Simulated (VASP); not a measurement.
# Si3Se2 (Pmmn) in VASP: single point with PBE

Aim: the single point of Si3Se2 with PBE.

Program: VASP 6.6.1. These are calculated values, not measurements. Logs are shortened: lines on timing, memory, paths and dates and some standing lists are left out, and cuts for length are marked.

## 1. The cell of the first run

The structure is orthorhombic, space group Pmmn (No. 59). Conventional cell: a = 6.880 Å, b = 6.910 Å, c = 4.906 Å, α = 90.00°, β = 90.00°, γ = 90.00°. Within 3.2 Å of Si (site symmetry mm2) lie 2 Si at 2.42 to 2.49 Å and 4 Se at 2.74 Å. Si (site symmetry mm2) has 4 Se at 2.63 Å and 4 Si at 3.45 to 3.46 Å within 3.5 Å. Si (site symmetry mm2) has 2 Si at 2.42 to 2.49 Å and 4 Se at 2.73 Å within 3.2 Å. Within 3.5 Å of Se (site symmetry -1) lie 6 Si at 2.63 to 2.74 Å and 4 Se at 3.44 to 3.46 Å.

The cell was built from a structure type or drawn by symmetry, and may not be a known phase.

## 2. Single point, PBE

Contents of INCAR:

```
PREC = Accurate
ENCUT = 500
EDIFF = 1E-6
ISMEAR = 0
SIGMA = 0.2
LREAL = F
LASPH = T
NELM = 120
ALGO = Normal
ISIF = 2
LWAVE = F
LCHARG = F
GGA = PE
NBANDS = 35
GGA_COMPAT = F
```

Contents of KPOINTS:

```
Automatic mesh
0
Gamma
  3 3 3
```

Contents of POSCAR:

```
Si3Se2
1.0
    6.8797434894      0.0000000000      0.0000000000
    0.0000000000      6.9100872296      0.0000000000
    0.0000000000      0.0000000000      4.9062886654
Si Se
6 4
Direct
    0.0000000000      0.5000000000      0.2554210130
    0.5000000000      0.0000000000      0.7445789870
    0.0000000000      0.0000000000      0.8013625188
    0.5000000000      0.5000000000      0.1986374812
    0.0000000000      0.5000000000      0.7485821061
    0.5000000000      0.0000000000      0.2514178939
    0.7500000000      0.7500000000      0.0000000000
    0.2500000000      0.2500000000      0.0000000000
    0.7500000000      0.2500000000      0.0000000000
    0.2500000000      0.7500000000      0.0000000000
```

Potentials or basis: VASP PAW PBE potentials, release 64 (Si, Se).

On the command line:

```sh
> cat potpaw_PBE.64/Si/POTCAR potpaw_PBE.64/Se/POTCAR > POTCAR
> mpirun -np 1 vasp_std > vasp.out
```

OUTCAR:

```text
PREC = Accurate
   ENCUT = 500
   EDIFF = 1E-6
   ISMEAR = 0
   LREAL = F
   LASPH = T
   NELM = 120
   ISIF = 2
   GGA = PE

 ion  position               nearest neighbor table
   1  0.000  0.500  0.255-   5 2.42   5 2.49   8 2.74   9 2.74  10 2.74   7 2.74
   2  0.500  0.000  0.745-   6 2.42   6 2.49   7 2.74   8 2.74   9 2.74  10 2.74
   3  0.000  0.000  0.801-   7 2.63   8 2.63   9 2.63  10 2.63
   4  0.500  0.500  0.199-   7 2.63   8 2.63   9 2.63  10 2.63
   5  0.000  0.500  0.749-   1 2.42   1 2.49   7 2.73   8 2.73   9 2.73  10 2.73
   6  0.500  0.000  0.251-   2 2.42   2 2.49   8 2.73   9 2.73  10 2.73   7 2.73
   7  0.750  0.750  0.000-   3 2.63   4 2.63   5 2.73   6 2.73   1 2.74   2 2.74
   8  0.250  0.250  0.000-   3 2.63   4 2.63   5 2.73   6 2.73   1 2.74   2 2.74
   9  0.750  0.250  0.000-   3 2.63   4 2.63   5 2.73   6 2.73   1 2.74   2 2.74
  10  0.250  0.750  0.000-   3 2.63   4 2.63   5 2.73   6 2.73   1 2.74   2 2.74

  LATTYP: Found a simple orthorhombic cell.
 ALAT       =     4.9062886654
 B/A-ratio  =     1.4022296605
 C/A-ratio  =     1.4084143231

  Lattice vectors:

 A1 = (   0.0000000000,   0.0000000000,   4.9062886654)
 A2 = (   6.8797434894,   0.0000000000,   0.0000000000)
 A3 = (   0.0000000000,   6.9100872296,   0.0000000000)

Analysis of symmetry for initial positions (statically):
=====================================================================
 Subroutine PRICEL returns:
 Original cell was already a primitive cell.

 Routine SETGRP: Setting up the symmetry group for a
 simple orthorhombic supercell.

 Subroutine GETGRP returns: Found  8 space group operations
 (whereof  4 operations were pure point group operations)
 out of a pool of  8 trial point group operations.

The static configuration has the point symmetry C_2v.
 The point group associated with its full space group is D_2h.

Analysis of symmetry for dynamics (positions and initial velocities):
=====================================================================
 Subroutine PRICEL returns:
 Original cell was already a primitive cell.

 Routine SETGRP: Setting up the symmetry group for a
 simple orthorhombic supercell.

 Subroutine GETGRP returns: Found  8 space group operations
 (whereof  4 operations were pure point group operations)
 out of a pool of  8 trial point group operations.

The dynamic configuration has the point symmetry C_2v.
 The point group associated with its full space group is D_2h.

 Subroutine INISYM returns: Found  8 space group operations
 (whereof  4 operations are pure point group operations),
 and found     1 'primitive' translations

----------------------------------------------------------------------------------------

                                     Primitive cell

  volume of cell :     233.2431

  direct lattice vectors                    reciprocal lattice vectors
     6.879743489  0.000000000  0.000000000     0.145354257  0.000000000  0.000000000
     0.000000000  6.910087230  0.000000000     0.000000000  0.144715973  0.000000000
     0.000000000  0.000000000  4.906288665     0.000000000  0.000000000  0.203820050

  length of vectors
     6.879743489  6.910087230  4.906288665     0.145354257  0.144715973  0.203820050

  position of ions in fractional coordinates (direct lattice)
     0.000000000  0.500000000  0.255421013
     0.500000000  0.000000000  0.744578987
     0.000000000  0.000000000  0.801362519
     0.500000000  0.500000000  0.198637481
     0.000000000  0.500000000  0.748582106
     0.500000000  0.000000000  0.251417894
     0.750000000  0.750000000  0.000000000
     0.250000000  0.250000000  0.000000000
     0.750000000  0.250000000  0.000000000
     0.250000000  0.750000000  0.000000000

  ion indices of the primitive-cell ions
   primitive index   ion index
                 1           1
                 2           2
                 3           3
                 4           4
                 5           5
                 6           6
                 7           7
                 8           8
                 9           9
                10          10

----------------------------------------------------------------------------------------

 KPOINTS: Automatic mesh

Automatic generation of k-mesh.
 Grid dimensions read from file:
 generate k-points for:    3    3    3

 Generating k-lattice:

  Cartesian coordinates                     Fractional coordinates (reciprocal lattice)
     0.048451419  0.000000000  0.000000000     0.333333333  0.000000000  0.000000000
     0.000000000  0.048238658  0.000000000     0.000000000  0.333333333  0.000000000
     0.000000000  0.000000000  0.067940017     0.000000000  0.000000000  0.333333333

  Length of vectors
     0.048451419  0.048238658  0.067940017

  Shift w.r.t. Gamma in fractional coordinates (k-lattice)
     0.000000000  0.000000000  0.000000000

 Subroutine IBZKPT returns following result:
 ===========================================

 Found      8 irreducible k-points:

 Following reciprocal coordinates:
            Coordinates               Weight
  0.000000  0.000000  0.000000      1.000000
  0.333333  0.000000  0.000000      2.000000
  0.000000  0.333333  0.000000      2.000000
  0.333333  0.333333  0.000000      4.000000
  0.000000  0.000000  0.333333      2.000000
  0.333333  0.000000  0.333333      4.000000
  0.000000  0.333333  0.333333      4.000000
  0.333333  0.333333  0.333333      8.000000
   k-points           NKPTS =      8   k-points in BZ     NKDIM =      8   number of bands    NBANDS=     35
   number of dos      NEDOS =    301   number of ions     NIONS =     10
   total plane-waves  NPLWV =  90000
   dimension x,y,z NGX =    50 NGY =   50 NGZ =   36
   dimension x,y,z NGXF=   100 NGYF=  100 NGZF=   72
   ions per type =               6   4
   NGX,Y,Z   is equivalent  to a cutoff of  12.08, 12.03, 12.20 a.u.
   NGXF,Y,Z  is equivalent  to a cutoff of  24.16, 24.06, 24.40 a.u.
 SYSTEM =  unknown system
   PREC   = accura    normal or accurate (medium, high low for compatibility)
   ISTART =      0    job   : 0-new  1-cont  2-samecut
   ICHARG =      2    charge: 1-file 2-atom 10-const
   ISPIN  =      1    spin polarized calculation?
   LNONCOLLINEAR =      F non collinear calculations
   LSORBIT =      F    spin-orbit coupling
   LASPH  =      T    aspherical Exc in radial PAW
   ENCUT  =  500.0 eV  36.75 Ry    6.06 a.u.  12.54 12.60  8.95*2*pi/ulx,y,z
   NELM   =    120;   NELMIN=  2; NELMDL= -5     # of ELM steps
   EDIFF  = 0.1E-05   stopping-criterion for ELM
   LREAL  =      F    real-space projection
   EDIFFG = 0.1E-04   stopping-criterion for IOM
   NSW    =      0    number of steps for IOM
   IBRION =     -1    ionic relax: 0-MD 1-quasi-New 2-CG
   NFREE  =      0    steps in history (QN), initial steepest desc. (CG)
   ISIF   =      2    stress and relaxation
   ISYM   =      2    0-nonsym 1-usesym 2-fastsym
   POTIM  = 0.5000    time-step for ionic-motion
   TEBEG  =    0.0;   TEEND  =   0.0 temperature during run
   PSTRESS=    0.0 pullay stress
   NELECT =      48.0000    total number of electrons
   NUPDOWN=      -1.0000    fix difference up-down
   EMIN   =  10.00;   EMAX   =-10.00  energy-range for DOS
   EFERMI =   0.00;   METHOD = LEGACY
   ISMEAR =     0;   SIGMA  =   0.20  broadening in eV -4-tet -1-fermi 0-gaus
   EFERMI_NEDOS =   21; number of points for ismear=-14 and -15
   IALGO  =     38    algorithm
   IMIX   =      4    mixing-type and parameters
     AMIX     =   0.40;   BMIX     =  1.00
     AMIX_MAG =   1.60;   BMIX_MAG =  1.00
  volume/ion in A,a.u.               =      23.32       157.40
  Fermi-wavevector in a.u.,A,eV,Ry     =   0.966538  1.826492 12.710505  0.934196
  Thomas-Fermi vector in A             =   2.096348
   LORBIT       =      0    0 simple, 1 ext, 2 COOP (PROOUT), +10 PAW based schemes
   GGA     = PE    functional components
   LHFCALC =     F    Hartree Fock is set to
   AEXX    =    0.0000 exact exchange contribution
   IVDW    =     0    specifies the selected vdW correction
   LEPSILON=     F    determine dielectric tensor
   LRPA    =     F    only Hartree local field effects (RPA)
 non-spin polarized calculation
 Gauss-broadening in eV      SIGMA  =   0.20
  energy-cutoff  :      500.00
  volume of cell :      233.24
 maximum number of plane-waves:      5937
 NGX is ok and might be reduce to    50
   NGX = 25   NGY = 25   NGZ = 17

 number of electron      48.0000001 magnetization

 Free energy of the ion-electron system (eV)
  ---------------------------------------------------
  ext. energy  EPLUGINS =         0.00000000
  ---------------------------------------------------
  free energy    TOTEN  =       -41.37139653 eV

  energy without entropy =      -41.26699818  energy(sigma->0) =      -41.31919736

 E-fermi :   4.8421     XC(G=0):  -9.1142

 val. band max:        4.7415002412   @ k =   0.3333   0.3333   0.3333
 cond. band min:       4.9027771519   @ k =   0.3333   0.0000   0.3333
 fundamental gap:      0.1612769107
 Fermi energy:         4.8421342747

 k-point     1 :       0.0000    0.0000    0.0000
  band No.  band energies     occupation
      1     -10.5209      2.00000
      2      -9.1218      2.00000
      3      -9.1015      2.00000
      4      -8.1592      2.00000
      5      -6.0575      2.00000
      6      -4.5090      2.00000
[... 27 lines left out ...]
     34       7.8141      0.00000
     35       8.0550      0.00000

 k-point     2 :       0.3333    0.0000    0.0000
  band No.  band energies     occupation
      1     -10.2652      2.00000
      2      -9.5988      2.00000
      3      -8.9231      2.00000
      4      -8.4514      2.00000
      5      -5.4464      2.00000
      6      -4.3541      2.00000
[... 27 lines left out ...]
     34       8.5617      0.00000
     35       8.7476      0.00000
[... 188 lines left out ...]
     34       8.5631      0.00000
     35       9.0372      0.00000

 k-point     8 :       0.3333    0.3333    0.3333
  band No.  band energies     occupation
      1      -9.9437      2.00000
      2      -9.3824      2.00000
      3      -9.2575      2.00000
      4      -8.7739      2.00000
      5      -4.4423      2.00000
      6      -4.0982      2.00000
[... 27 lines left out ...]
     34       8.6204      0.00000
     35       9.1461      0.00000

------------------------ aborting loop because EDIFF is reached ----------------------------------------

  FORCE on cell =-STRESS in cart. coord.  units (eV):
  Direction    XX          YY          ZZ          XY          YZ          ZX
  --------------------------------------------------------------------------------------
  -------------------------------------------------------------------------------------
  Total        0.7047271      0.1619812      0.2092511      0.0000000      0.0000000      0.0000000
  in kB        4.8408621      1.1126700      1.4373730      0.0000000      0.0000000      0.0000000
  external PRESSURE =       2.4636350 kB  Pullay stress =       0.0000000 kB

 VOLUME and BASIS-vectors are now :
 -----------------------------------------------------------------------------
  energy-cutoff  :      500.00
  volume of cell :      233.24
      direct lattice vectors                 reciprocal lattice vectors
     6.879743489  0.000000000  0.000000000     0.145354257  0.000000000  0.000000000
     0.000000000  6.910087230  0.000000000     0.000000000  0.144715973  0.000000000
     0.000000000  0.000000000  4.906288665     0.000000000  0.000000000  0.203820050

 POSITION                                       TOTAL-FORCE (eV/Angst)
 -----------------------------------------------------------------------------------
      0.00000      3.45504      1.25317         0.000000     -0.000000      0.026103
      3.43987      0.00000      3.65312         0.000000     -0.000000     -0.026103
      0.00000      0.00000      3.93172         0.000000     -0.000000     -0.048573
      3.43987      3.45504      0.97457         0.000000     -0.000000      0.048573
      0.00000      3.45504      3.67276         0.000000     -0.000000     -0.041960
      3.43987      0.00000      1.23353         0.000000     -0.000000      0.041960
      5.15981      5.18257      0.00000         0.000000      0.000000      0.000000
      1.71994      1.72752      0.00000         0.000000      0.000000     -0.000000
      5.15981      1.72752      0.00000         0.000000      0.000000     -0.000000
      1.71994      5.18257      0.00000        -0.000000     -0.000000     -0.000000
 -----------------------------------------------------------------------------------
    total drift:                                0.000000     -0.000000      0.000000

  FREE ENERGIE OF THE ION-ELECTRON SYSTEM (eV)
  ---------------------------------------------------
  free  energy   TOTEN  =       -41.3713965334 eV

  energy  without entropy=      -41.2669981818  energy(sigma->0) =      -41.31919736
```

Run time: 84 s. Hardware: 1 thread of Intel Xeon 8259CL, shared host; peak memory 0.3 GiB.

Results:

| Item | Value |
| --- | --- |
| Free energy | -41.3714 eV |
| Pressure | 0.2 GPa |
| Largest force | 0.049 eV/Å |
| Band gap on the k mesh | zero (bands 24 and 25 overlap by 0.47 eV) |

Forces in eV/Å, atoms in the order of the input:
```
Si   0.000  0.000  0.026
Si   0.000  0.000 -0.026
Si   0.000  0.000 -0.049
Si   0.000  0.000  0.049
Si   0.000  0.000 -0.042
Si   0.000  0.000  0.042
Se   0.000  0.000  0.000
Se   0.000  0.000  0.000
Se   0.000  0.000  0.000
Se   0.000  0.000  0.000
```

Levels at points of the mesh, in eV from the Fermi level:
| k point | band 22 | band 23 | band 24 | band 25 | band 26 | band 27 |
| --- | --- | --- | --- | --- | --- | --- |
| (0.00, 0.00, 0.00) | -1.10 | -0.99 | -0.96 | 0.20 | 0.33 | 0.34 |

Caveat: the k points lie up to 0.43 Å⁻¹ apart.
